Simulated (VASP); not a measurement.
Here is a VASP 6.6.1 calculation.

Contents of INCAR:

```
PREC     = Accurate       # precision mode
ENCUT    = 520            # plane-wave cutoff, eV
EDIFF    = 1E-6           # SCF threshold, eV
ISMEAR   = -1             # smearing method
SIGMA    = 0.1            # smearing width, eV
LREAL    = False          # projectors in reciprocal space
LASPH    = True           # aspherical terms in the spheres
NELM     = 60             # most SCF steps
ALGO     = Normal         # electronic algorithm
ISIF     = 2              # what is computed and relaxed
LWAVE    = False          # write WAVECAR
LCHARG   = False          # write CHGCAR
GGA      = PE             # functional
NBANDS   = 20             # bands
```

File KPOINTS:

```
Automatic mesh
0
Gamma
  10 10 6
```

Contents of POSCAR:

```
Na2Sc
1.0
    3.3730850600      0.0000000000      0.0000000000
   -1.6865425300      2.9211773500      0.0000000000
    0.0000000000      0.0000000000      5.6300470300
Na Sc
2 1
Direct
    0.3333333300      0.6666666700      0.2500000000
    0.6666666700      0.3333333300      0.7500000000
    0.0000000000      0.0000000000      0.0000000000
```

Potentials or basis: VASP PAW PBE potentials, release 64 (Na_pv, Sc_sv).

Launch:

```bash
$ cat potpaw_PBE.64/Na_pv/POTCAR potpaw_PBE.64/Sc_sv/POTCAR > POTCAR
$ mpirun -np 1 vasp_std > vasp.out
```

(1) What does it give for the band gap on the k mesh?

(2) Estimate the pressure.

Results:

(1) zero (an odd number of electrons rules out a gap without spin polarisation).

(2) 29.7 GPa.

Caveat: the cell stands under pressure; forces of over 1 eV/Å act on the atoms, so gaps and moduli don't describe the material at rest.
